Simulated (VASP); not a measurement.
# Ba (Fm-3m) in VASP: further runs, part 2 of 2

VASP 6.6.1. Earlier steps stand in the parts before.

## 3. Relaxation of cell and atoms, r2SCAN

This run uses another cell than the first one, of 67.56 Å³/atom, 1.010 times its volume.

File POSCAR:

```
Ba
1.0
    0.0000000000      3.2326650028      3.2326650028
    3.2326650028      0.0000000000      3.2326650028
    3.2326650028      3.2326650028      0.0000000000
Ba
1
Direct
    0.0000000000      0.0000000000      0.0000000000
```

File INCAR.step1:

```
ALGO = Normal ; EDIFF = 1E-4
ENCUT = 600 ; GGA = PE
ISMEAR = 0 ; LASPH = True
LCHARG = False ; LREAL = False
LWAVE = True ; NELM = 100
PREC = Accurate ; SIGMA = 0.1
```

File INCAR.step2:

```
ALGO = Normal ; EDIFF = 1E-6
EDIFFG = -0.005 ; ENCUT = 600
IBRION = 2 ; ISIF = 3
ISMEAR = 0 ; ISTART = 1
LASPH = True ; LCHARG = False
LMIXTAU = True ; LREAL = False
LWAVE = False ; METAGGA = R2SCAN
NELM = 100 ; NSW = 100
PREC = Accurate ; SIGMA = 0.1
```

File KPOINTS:

```
k-points
0
Gamma
  12 12 12
```

Potentials or basis: VASP PAW PBE potentials, release 64 (Ba_sv).

Started as:

```console
$ cat potpaw_PBE.64/Ba_sv/POTCAR > POTCAR
$ cp INCAR.step1 INCAR
$ mpirun -np 1 vasp_std > vasp.out
$ cp INCAR.step2 INCAR
$ mpirun -np 1 vasp_std > vasp.out
```

OUTCAR:

```text
EDIFF = 1E-6
   EDIFFG = -0.005
   ENCUT = 600
   IBRION = 2
   ISIF = 3
   ISMEAR = 0
   ISTART = 1
   LASPH = True
   LREAL = False
   METAGGA = R2SCAN
   NELM = 100
   NSW = 100
   PREC = Accurate

 ion  position               nearest neighbor table
   1  0.000  0.000  0.000-

  LATTYP: Found a face centered cubic cell.
 ALAT       =     6.4653300056

  Lattice vectors:

 A1 = (   0.0000000000,   3.2326650028,   3.2326650028)
 A2 = (   3.2326650028,   0.0000000000,   3.2326650028)
 A3 = (   3.2326650028,   3.2326650028,   0.0000000000)

Analysis of symmetry for initial positions (statically):
=====================================================================
 Subroutine PRICEL returns:
 Original cell was already a primitive cell.

 Routine SETGRP: Setting up the symmetry group for a
 face centered cubic supercell.

 Subroutine GETGRP returns: Found 48 space group operations
 (whereof 48 operations were pure point group operations)
 out of a pool of 48 trial point group operations.

The static configuration has the point symmetry O_h .

Analysis of symmetry for dynamics (positions and initial velocities):
=====================================================================
 Subroutine PRICEL returns:
 Original cell was already a primitive cell.

 Routine SETGRP: Setting up the symmetry group for a
 face centered cubic supercell.

 Subroutine GETGRP returns: Found 48 space group operations
 (whereof 48 operations were pure point group operations)
 out of a pool of 48 trial point group operations.

The dynamic configuration has the point symmetry O_h .

 Subroutine INISYM returns: Found 48 space group operations
 (whereof 48 operations are pure point group operations),
 and found     1 'primitive' translations

----------------------------------------------------------------------------------------

                                     Primitive cell

  volume of cell :      67.5635

  direct lattice vectors                    reciprocal lattice vectors
     0.000000000  3.232665003  3.232665003    -0.154671146  0.154671146  0.154671146
     3.232665003  0.000000000  3.232665003     0.154671146 -0.154671146  0.154671146
     3.232665003  3.232665003  0.000000000     0.154671146  0.154671146 -0.154671146

  length of vectors
     4.571678690  4.571678690  4.571678690     0.267898283  0.267898283  0.267898283

  position of ions in fractional coordinates (direct lattice)
     0.000000000  0.000000000  0.000000000

  ion indices of the primitive-cell ions
   primitive index   ion index
                 1           1

----------------------------------------------------------------------------------------

 KPOINTS: k-points

Automatic generation of k-mesh.
 Grid dimensions read from file:
 generate k-points for:   12   12   12

 Generating k-lattice:

  Cartesian coordinates                     Fractional coordinates (reciprocal lattice)
    -0.012889262  0.012889262  0.012889262     0.083333333  0.000000000  0.000000000
[... 40 lines left out ...]
 [... further k-points ...]
   k-points           NKPTS =     72   k-points in BZ     NKDIM =     72   number of bands    NBANDS=      9
   number of dos      NEDOS =    301   number of ions     NIONS =      1
   total plane-waves  NPLWV =  64000
   dimension x,y,z NGX =    40 NGY =   40 NGZ =   40
   dimension x,y,z NGXF=    80 NGYF=   80 NGZF=   80
   ions per type =               1
   NGX,Y,Z   is equivalent  to a cutoff of  14.55, 14.55, 14.55 a.u.
   NGXF,Y,Z  is equivalent  to a cutoff of  29.09, 29.09, 29.09 a.u.
 SYSTEM =  unknown system
   PREC   = accura    normal or accurate (medium, high low for compatibility)
   ISTART =      1    job   : 0-new  1-cont  2-samecut
   ICHARG =      0    charge: 1-file 2-atom 10-const
   ISPIN  =      1    spin polarized calculation?
   LNONCOLLINEAR =      F non collinear calculations
   LSORBIT =      F    spin-orbit coupling
   LASPH  =      T    aspherical Exc in radial PAW
   ENCUT  =  600.0 eV  44.10 Ry    6.64 a.u.   9.13  9.13  9.13*2*pi/ulx,y,z
   NELM   =    100;   NELMIN=  2; NELMDL=  0     # of ELM steps
   EDIFF  = 0.1E-05   stopping-criterion for ELM
   LREAL  =      F    real-space projection
   EDIFFG = -.5E-02   stopping-criterion for IOM
   NSW    =    100    number of steps for IOM
   IBRION =      2    ionic relax: 0-MD 1-quasi-New 2-CG
   NFREE  =      1    steps in history (QN), initial steepest desc. (CG)
   ISIF   =      3    stress and relaxation
   ISYM   =      2    0-nonsym 1-usesym 2-fastsym
   POTIM  = 0.5000    time-step for ionic-motion
   TEBEG  =    0.0;   TEEND  =   0.0 temperature during run
   PSTRESS=    0.0 pullay stress
   NELECT =      10.0000    total number of electrons
   NUPDOWN=      -1.0000    fix difference up-down
   EMIN   =  10.00;   EMAX   =-10.00  energy-range for DOS
   EFERMI =   0.00;   METHOD = LEGACY
   ISMEAR =     0;   SIGMA  =   0.10  broadening in eV -4-tet -1-fermi 0-gaus
   EFERMI_NEDOS =   21; number of points for ismear=-14 and -15
   IALGO  =     38    algorithm
   IMIX   =      4    mixing-type and parameters
     AMIX     =   0.40;   BMIX     =  1.00
     AMIX_MAG =   1.60;   BMIX_MAG =  1.00
  volume/ion in A,a.u.               =      67.56       455.94
  Fermi-wavevector in a.u.,A,eV,Ry     =   0.865973  1.636451 10.203124  0.749908
  Thomas-Fermi vector in A             =   1.984294
   LORBIT       =      0    0 simple, 1 ext, 2 COOP (PROOUT), +10 PAW based schemes
   METAGGA = R2SCAN    functional components
   LHFCALC =     F    Hartree Fock is set to
   AEXX    =    0.0000 exact exchange contribution
   IVDW    =     0    specifies the selected vdW correction
   LEPSILON=     F    determine dielectric tensor
   LRPA    =     F    only Hartree local field effects (RPA)
 conjugate gradient relaxation of ions
 non-spin polarized calculation
 Gauss-broadening in eV      SIGMA  =   0.10
  energy-cutoff  :      600.00
  volume of cell :       67.56
 maximum number of plane-waves:      2285
 NGX is ok and might be reduce to    40
   NGX = 19   NGY = 19   NGZ = 19

--------------------------------------- Ionic step        1  -------------------------------------------

 number of electron       9.9999999 magnetization

 Free energy of the ion-electron system (eV)
  ---------------------------------------------------
  ext. energy  EPLUGINS =         0.00000000
  ---------------------------------------------------
  free energy    TOTEN  =       -26.40308604 eV

  energy without entropy =      -26.39525561  energy(sigma->0) =      -26.39917083

------------------------ aborting loop because EDIFF is reached ----------------------------------------

  FORCE on cell =-STRESS in cart. coord.  units (eV):
  Direction    XX          YY          ZZ          XY          YZ          ZX
  --------------------------------------------------------------------------------------
  -------------------------------------------------------------------------------------
  Total       -0.0162501     -0.0162501     -0.0162501      0.0000000      0.0000000     -0.0000000
  in kB       -0.3853499     -0.3853499     -0.3853499      0.0000000      0.0000000     -0.0000000
  external PRESSURE =      -0.3853499 kB  Pullay stress =       0.0000000 kB
[... 92 lines left out ...]
--------------------------------------- Ionic step        4  -------------------------------------------

 number of electron       9.9999999 magnetization

 Free energy of the ion-electron system (eV)
  ---------------------------------------------------
  ext. energy  EPLUGINS =         0.00000000
  ---------------------------------------------------
  free energy    TOTEN  =       -26.40312811 eV

  energy without entropy =      -26.39538505  energy(sigma->0) =      -26.39925658

 E-fermi :   1.6249     XC(G=0):  -7.6165

 val. band max:        1.6007404865   @ k =  -0.4167   0.5000   0.0833
 cond. band min:       1.6537050848   @ k =  -0.3333   0.3333   0.0000
 fundamental gap:      0.0529645984
 Fermi energy:         1.6248882549

 k-point     1 :       0.0000    0.0000    0.0000
  band No.  band energies     occupation
      1     -28.5050      2.00000
      2     -13.0693      2.00000
      3     -13.0693      2.00000
      4     -13.0693      2.00000
      5      -1.3426      2.00000
      6       3.5262      0.00000
      7       3.5262      0.00000
      8       3.5262      0.00000
      9       5.0377      0.00000
[... 265 lines left out ...]
 k-point    24 :      -0.4167    0.1667    0.0000
  band No.  band energies     occupation
      1     -28.4689      2.00000
      2     -13.4217      2.00000
      3     -13.1905      2.00000
      4     -13.1332      2.00000
      5       1.0593      2.00000
      6       2.0565      0.00000
      7       2.8954      0.00000
      8       3.6913      0.00000
      9       5.8232      0.00000

 [... further k-points ...]
[... 5 lines left out ...]
  --------------------------------------------------------------------------------------
  -------------------------------------------------------------------------------------
  Total       -0.0012071     -0.0012071     -0.0012071      0.0000000      0.0000000      0.0000000
  in kB       -0.0287811     -0.0287811     -0.0287811      0.0000000      0.0000000      0.0000000
  external PRESSURE =      -0.0287811 kB  Pullay stress =       0.0000000 kB
[... 16 lines left out ...]
  FREE ENERGIE OF THE ION-ELECTRON SYSTEM (eV)
  ---------------------------------------------------
  free  energy   TOTEN  =       -26.4031281063 eV

  energy  without entropy=      -26.3953850516  energy(sigma->0) =      -26.39925658

 reached required accuracy - stopping structural energy minimisation
```

OSZICAR.step1:

```text
N       E                     dE             d eps       ncg     rms          rms(c)
DAV:   1     0.617284467270E+02    0.61728E+02   -0.45367E+03  1296   0.101E+03
DAV:   2     0.746474138006E+00   -0.60982E+02   -0.60168E+02  1627   0.153E+02
DAV:   3    -0.181836666533E+01   -0.25648E+01   -0.25461E+01  1570   0.379E+01
DAV:   4    -0.189122705812E+01   -0.72860E-01   -0.72809E-01  2026   0.535E+00
DAV:   5    -0.189253158533E+01   -0.13045E-02   -0.13043E-02  1796   0.438E-01    0.149E+00
DAV:   6    -0.189165502980E+01    0.87656E-03   -0.25993E-03  1722   0.621E-01    0.893E-01
DAV:   7    -0.189144083110E+01    0.21420E-03   -0.54958E-03  1394   0.108E+00    0.429E-02
DAV:   8    -0.189150941865E+01   -0.68588E-04   -0.25655E-04  1520   0.133E-01
   1 F= -.18915094E+01 E0= -.18872733E+01  d E =-.847216E-02
```

It took 8.4 min on 1 thread of Intel Xeon Platinum 8488C (Sapphire Rapids), shared host; peak memory 0.28 GiB.

What came out:

```yaml
Free_energy: -26.4031 eV
Relaxed_volume: 67.20 Å³/atom
Relaxed_cell: a = 4.563 Å, b = 4.563 Å, c = 4.563 Å, α = 60.00°, β = 60.00°, γ = 60.00°
Space_group_after_relaxing_to_0.05_Å: Fm-3m (No. 225)
Energy_gained_by_relaxing: 0.0 meV/atom
Ionic_steps: 4
Pressure_after_relaxing: 0.0 GPa
Band_gap_on_the_k_mesh: zero (band 5 reaches 1.66 eV, above the bottom of band 6 at 1.51 eV)
```

Final structure:
```yaml
crystal:
  lattice:
    - [0.00000, 3.22681, 3.22681]
    - [3.22681, 0.00000, 3.22681]
    - [3.22681, 3.22681, 0.00000]
  atoms:
    - { symbol: Ba, position: [0.00000, 0.00000, 0.00000] }
```

Caveat: the PAW data sets were made with another functional, which shifts forces and pressure a little; spin-orbit coupling is left out, which moves the levels of the heavy elements.
